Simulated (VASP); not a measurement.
Crystal: CuAu (Tetraauricupride).

```
Cu Au
1.0
     2.87128    0.00000    0.00000
     0.00000    2.87128    0.00000
     0.00000    0.00000    3.64043
Cu Au
1 1
Cartesian
  1.4356 1.4356 1.8202
  0.0000 0.0000 0.0000
```

```yaml
Program: VASP 6.6.1
Task: relaxation of cell and atoms
Functional: LDA
Potentials_or_basis: VASP PAW LDA potentials, release 64 (Cu, Au)
Cutoff: 600 eV
k_mesh: 16 × 16 × 12
Occupations: gaussian, width 0.1 eV
Spin: no spin polarisation
```

At the start: pressure -12.4 GPa; volume 15.01 Å³/atom.

How do energy, volume and symmetry change on relaxing?

Over 12 steps the energy falls by 49.4 meV/atom and the volume is 13.83 Å³/atom (-7.8 %); space group P4/mmm (No. 123, to 0.05 Å).

The path:
| step | energy change (eV) | largest force (eV/Å) | pressure (GPa) | volume (Å³) |
| --- | --- | --- | --- | --- |
| 1 | 0.0000 | 0.0000 | -12.39 | 30.01 |
| 2 | 0.0513 | 0.0000 | 21.36 | 25.25 |
| 3 | -0.0987 | 0.0000 | -0.67 | 27.73 |
| 4 | -0.0988 | 0.0000 | 0.06 | 27.64 |
| 5 | -0.0988 | 0.0000 | 0.02 | 27.66 |
| 6 | -0.0988 | 0.0000 | -0.14 | 27.69 |
| 7 | -0.0988 | 0.0000 | -0.16 | 27.67 |
| 8 | -0.0988 | 0.0000 | -0.07 | 27.67 |
| 9 | -0.0988 | 0.0000 | -0.05 | 27.66 |
| 10 | -0.0988 | 0.0000 | -0.06 | 27.65 |
| 11 | -0.0988 | 0.0000 | -0.06 | 27.66 |
| 12 | -0.0988 | 0.0000 | -0.01 | 27.66 |

Final structure:
```
CELL_PARAMETERS angstrom
2.79552 0.00000 0.00000
0.00000 2.79552 0.00000
0.00000 0.00000 3.53941
ATOMIC_POSITIONS crystal
Cu 0.50000 0.50000 0.50000
Au 0.00000 0.00000 0.00000
```
